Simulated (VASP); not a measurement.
# Ir (I4/mmm) in VASP: a series of runs

The runs below take Ir through electric field gradients, with PBE.

All numbers are computed with VASP 6.6.1; they aren't measurements. Logs are shortened: lines on timing, memory, paths and dates and some standing lists are left out, and cuts for length are marked.

### 1 The cell of the first run

It takes space group I4/mmm (No. 139, tetragonal). The conventional cell has a = 2.715 Å, b = 2.715 Å, c = 3.763 Å, α = 90.00°, β = 90.00°, γ = 90.00°. Ir (site symmetry 4/mmm) has 12 Ir at 2.69 to 2.71 Å within 3.5 Å.

### 2 Electric field gradients, PBE (zz strain of -2 %)

INCAR

```
PREC = Accurate
ENCUT = 520
EDIFF = 1E-8
ISMEAR = -1
SIGMA = 0.05
LREAL = False
LASPH = True
NELM = 80
ALGO = Normal
ISIF = 2
LWAVE = False
LCHARG = False
GGA = PE
LEFG = True
NBANDS = 10
```

KPOINTS

```
Automatic mesh
0
Gamma
  15 15 15
```

POSCAR

```
Ir
1.0
    0.0000000000      1.9197000000      1.8813060000
    1.9197000000      0.0000000000      1.8813060000
    1.9197000000      1.9197000000      0.0000000000
Ir
1
Direct
    0.0000000000      0.0000000000      0.0000000000
```

Potentials or basis: VASP PAW PBE potentials, release 64 (Ir).

On the command line:

```sh
$ cat potpaw_PBE.64/Ir/POTCAR > POTCAR
$ mpirun -np 1 vasp_std > vasp.out
```

OUTCAR:

```text
PREC = Accurate
   ENCUT = 520
   EDIFF = 1E-8
   ISMEAR = -1
   LREAL = False
   LASPH = True
   NELM = 80
   ISIF = 2
   GGA = PE

 ion  position               nearest neighbor table
   1  0.000  0.000  0.000-

  LATTYP: Found a body centered tetragonal cell.
 ALAT       =     2.7148657757
 C/A-ratio  =     1.3859292911

  Lattice vectors:

 A1 = (   0.0000000000,  -1.9197000000,  -1.8813060000)
 A2 = (   0.0000000000,   1.9197000000,  -1.8813060000)
 A3 = (   1.9197000000,   0.0000000000,   1.8813060000)

Analysis of symmetry for initial positions (statically):
=====================================================================
 Subroutine PRICEL returns:
 Original cell was already a primitive cell.

 Routine SETGRP: Setting up the symmetry group for a
 body centered tetragonal supercell.

 Subroutine GETGRP returns: Found 16 space group operations
 (whereof 16 operations were pure point group operations)
 out of a pool of 16 trial point group operations.

The static configuration has the point symmetry D_4h.

Analysis of symmetry for dynamics (positions and initial velocities):
=====================================================================
 Subroutine PRICEL returns:
 Original cell was already a primitive cell.

 Routine SETGRP: Setting up the symmetry group for a
 body centered tetragonal supercell.

 Subroutine GETGRP returns: Found 16 space group operations
 (whereof 16 operations were pure point group operations)
 out of a pool of 16 trial point group operations.

The dynamic configuration has the point symmetry D_4h.

 Subroutine INISYM returns: Found 16 space group operations
 (whereof 16 operations are pure point group operations),
 and found     1 'primitive' translations

----------------------------------------------------------------------------------------

                                     Primitive cell

  volume of cell :      13.8662

  direct lattice vectors                    reciprocal lattice vectors
     0.000000000  1.919700000  1.881306000    -0.260457363  0.260457363  0.265772820
     1.919700000  0.000000000  1.881306000     0.260457363 -0.260457363  0.265772820
     1.919700000  1.919700000  0.000000000     0.260457363  0.260457363 -0.265772820

  length of vectors
     2.687854229  2.687854229  2.714865776     0.454215002  0.454215002  0.454215002

  position of ions in fractional coordinates (direct lattice)
     0.000000000  0.000000000  0.000000000

  ion indices of the primitive-cell ions
   primitive index   ion index
                 1           1

----------------------------------------------------------------------------------------

 KPOINTS: Automatic mesh

Automatic generation of k-mesh.
 Grid dimensions read from file:
 generate k-points for:   15   15   15

 Generating k-lattice:

  Cartesian coordinates                     Fractional coordinates (reciprocal lattice)
    -0.017363824  0.017363824  0.017718188     0.066666667  0.000000000  0.000000000
     0.017363824 -0.017363824  0.017718188     0.000000000  0.066666667  0.000000000
     0.017363824  0.017363824 -0.017718188    -0.000000000 -0.000000000  0.066666667

  Length of vectors
     0.030281000  0.030281000  0.030281000

  Shift w.r.t. Gamma in fractional coordinates (k-lattice)
     0.000000000  0.000000000  0.000000000

 Subroutine IBZKPT returns following result:
 ===========================================

 Found    288 irreducible k-points:

 Following reciprocal coordinates:
            Coordinates               Weight
  0.000000  0.000000  0.000000      1.000000
  0.066667  0.000000  0.000000      8.000000
  0.133333 -0.000000  0.000000      8.000000
  0.200000 -0.000000  0.000000      8.000000
  0.266667 -0.000000  0.000000      8.000000
  0.333333  0.000000  0.000000      8.000000
[... 16 lines left out ...]
  0.133333  0.133333  0.000000      2.000000
  0.200000  0.133333  0.000000      8.000000
 [... further k-points ...]
   k-points           NKPTS =    288   k-points in BZ     NKDIM =    288   number of bands    NBANDS=     10
   number of dos      NEDOS =    301   number of ions     NIONS =      1
   total plane-waves  NPLWV =   8000
   dimension x,y,z NGX =    20 NGY =   20 NGZ =   20
   dimension x,y,z NGXF=    40 NGYF=   40 NGZF=   40
   ions per type =               1
   NGX,Y,Z   is equivalent  to a cutoff of  12.37, 12.37, 12.25 a.u.
   NGXF,Y,Z  is equivalent  to a cutoff of  24.74, 24.74, 24.49 a.u.
 SYSTEM =  unknown system
   PREC   = accura    normal or accurate (medium, high low for compatibility)
   ISTART =      0    job   : 0-new  1-cont  2-samecut
   ICHARG =      2    charge: 1-file 2-atom 10-const
   ISPIN  =      1    spin polarized calculation?
   LNONCOLLINEAR =      F non collinear calculations
   LSORBIT =      F    spin-orbit coupling
   LASPH  =      T    aspherical Exc in radial PAW
   ENCUT  =  520.0 eV  38.22 Ry    6.18 a.u.   5.00  5.00  5.05*2*pi/ulx,y,z
   NELM   =     80;   NELMIN=  2; NELMDL= -5     # of ELM steps
   EDIFF  = 0.1E-07   stopping-criterion for ELM
   LREAL  =      F    real-space projection
   EDIFFG = 0.1E-06   stopping-criterion for IOM
   NSW    =      0    number of steps for IOM
   IBRION =     -1    ionic relax: 0-MD 1-quasi-New 2-CG
   NFREE  =      0    steps in history (QN), initial steepest desc. (CG)
   ISIF   =      2    stress and relaxation
   ISYM   =      2    0-nonsym 1-usesym 2-fastsym
   POTIM  = 0.5000    time-step for ionic-motion
   TEBEG  =    0.0;   TEEND  =   0.0 temperature during run
   PSTRESS=    0.0 pullay stress
   NELECT =       9.0000    total number of electrons
   NUPDOWN=      -1.0000    fix difference up-down
   EMIN   =  10.00;   EMAX   =-10.00  energy-range for DOS
   EFERMI =   0.00;   METHOD = LEGACY
   ISMEAR =    -1;   SIGMA  =   0.05  broadening in eV -4-tet -1-fermi 0-gaus
   EFERMI_NEDOS =   21; number of points for ismear=-14 and -15
   IALGO  =     38    algorithm
   IMIX   =      4    mixing-type and parameters
     AMIX     =   0.40;   BMIX     =  1.00
     AMIX_MAG =   1.60;   BMIX_MAG =  1.00
  volume/ion in A,a.u.               =      13.87        93.57
  Fermi-wavevector in a.u.,A,eV,Ry     =   1.417437  2.678567 27.335822  2.009126
  Thomas-Fermi vector in A             =   2.538667
   LORBIT       =      0    0 simple, 1 ext, 2 COOP (PROOUT), +10 PAW based schemes
   GGA     = PE    functional components
   LHFCALC =     F    Hartree Fock is set to
   AEXX    =    0.0000 exact exchange contribution
   IVDW    =     0    specifies the selected vdW correction
   LEPSILON=     F    determine dielectric tensor
   LRPA    =     F    only Hartree local field effects (RPA)
 non-spin polarized calculation
  energy-cutoff  :      520.00
  volume of cell :       13.87
 maximum number of plane-waves:       383
   NGX =  9   NGY =  9   NGZ =  9

 number of electron       9.0000001 magnetization

 Free energy of the ion-electron system (eV)
  ---------------------------------------------------
  ext. energy  EPLUGINS =         0.00000000
  ---------------------------------------------------
  free energy    TOTEN  =        -8.81954128 eV

  energy without entropy =       -8.81175870  energy(sigma->0) =       -8.81564999

 E-fermi :  10.8106     XC(G=0): -14.1083

 val. band max:       10.8088550157   @ k =  -0.3333   0.0667   0.2000
 cond. band min:      10.8148627967   @ k =  -0.3333   0.2667   0.0667
 fundamental gap:      0.0060077809
 Fermi energy:        10.8105707547

 k-point     1 :       0.0000    0.0000    0.0000
  band No.  band energies     occupation
      1      -0.5787      2.00000
      2       6.6655      2.00000
      3       6.6655      2.00000
      4       6.9307      2.00000
      5       9.3457      2.00000
      6       9.7022      2.00000
      7      25.0491      0.00000
      8      30.5270      0.00000
      9      30.5270      0.00000
     10      31.2061      0.00000

 k-point     2 :       0.0667    0.0000    0.0000
  band No.  band energies     occupation
      1      -0.3770      2.00000
      2       6.6033      2.00000
      3       6.7529      2.00000
      4       6.9719      2.00000
      5       9.2957      2.00000
      6       9.6381      2.00000
      7      25.4006      0.00000
      8      29.6963      0.00000
      9      30.8595      0.00000
     10      31.3465      0.00000
[... 274 lines left out ...]
 k-point    24 :       0.2000    0.1333    0.0000
  band No.  band energies     occupation
      1       1.1425      2.00000
      2       5.7606      2.00000
      3       7.5374      2.00000
      4       7.5650      2.00000
      5       8.5909      2.00000
      6       9.8740      2.00000
      7      27.8299      0.00000
      8      27.9372      0.00000
      9      31.0436      0.00000
     10      31.6340      0.00000

 [... further k-points ...]
[... 5 lines left out ...]
  --------------------------------------------------------------------------------------
  -------------------------------------------------------------------------------------
  Total        1.3271420      1.3271420      2.0387550      0.0000000      0.0000000      0.0000000
  in kB      153.3457783    153.3457783    235.5697100      0.0000000      0.0000000      0.0000000
  external PRESSURE =     180.7537556 kB  Pullay stress =       0.0000000 kB

 VOLUME and BASIS-vectors are now :
 -----------------------------------------------------------------------------
  energy-cutoff  :      520.00
  volume of cell :       13.87
      direct lattice vectors                 reciprocal lattice vectors
     0.000000000  1.919700000  1.881306000    -0.260457363  0.260457363  0.265772820
     1.919700000  0.000000000  1.881306000     0.260457363 -0.260457363  0.265772820
     1.919700000  1.919700000  0.000000000     0.260457363  0.260457363 -0.265772820

 POSITION                                       TOTAL-FORCE (eV/Angst)
 -----------------------------------------------------------------------------------
      0.00000      0.00000      0.00000         0.000000     -0.000000      0.000000
 -----------------------------------------------------------------------------------
    total drift:                                0.000000      0.000000     -0.000000

  FREE ENERGIE OF THE ION-ELECTRON SYSTEM (eV)
  ---------------------------------------------------
  free  energy   TOTEN  =        -8.8195412815 eV

  energy  without entropy=       -8.8117587037  energy(sigma->0) =       -8.81564999

 Electric field gradients (V/A^2)
---------------------------------------------------------------------
 ion       V_xx      V_yy      V_zz      V_xy      V_xz      V_yz
---------------------------------------------------------------------
   1       7.583     7.583   -15.167     0.000     0.000     0.000
---------------------------------------------------------------------

 Electric field gradients after diagonalization (V/A^2)
 (convention: |V_zz| > |V_xx| > |V_yy|)
----------------------------------------------------------------------
 ion       V_xx      V_yy      V_zz     asymmetry (V_yy - V_xx)/ V_zz
----------------------------------------------------------------------
   1       7.584     7.583   -15.167       0.000
----------------------------------------------------------------------

           NMR quadrupolar parameters

 Cq : quadrupolar parameter    Cq=e*Q*V_zz/h
 eta: asymmetry parameters     (V_yy - V_xx)/ V_zz
 Q  : nuclear electric quadrupole moment in mb (millibarn)
----------------------------------------------------------------------
 ion       Cq(MHz)       eta       Q (mb)
----------------------------------------------------------------------
   1      -0.037       0.000       1.000
----------------------------------------------------------------------
```

It took 28 s on 1 thread of Intel Xeon 6975P-C, shared host; peak memory 0.16 GiB.

Results:

```
Free energy : -8.8195 eV
Pressure    : 18.1 GPa
```

Stress tensor (GPa, compression positive):
```
15.33  0.00  0.00
 0.00 15.33  0.00
 0.00  0.00 23.56
```

Levels at points of the mesh, in eV from the Fermi level:
| k point | band 1 | band 2 | band 3 | band 4 | band 5 | band 6 | band 7 | band 8 | band 9 |
| --- | --- | --- | --- | --- | --- | --- | --- | --- | --- |
| (0.00, 0.00, 0.00) | -11.39 | -4.15 | -4.15 | -3.88 | -1.46 | -1.11 | 14.24 | 19.72 | 19.72 |

Electric field gradients, principal values (V/Å²):
```csv
atom,least,middle,greatest (by size)
1 Ir,7.583,7.584,-15.167
```

Caveat: the cell differs from its parent crystal (zz strain of -2 %); without QUAD_EFG the Cq values of the log hold for a quadrupole moment of 1 mb, not for the nuclei; spin-orbit coupling is left out, which moves the levels of the heavy elements.

(Part 1 of 2 ends here.)
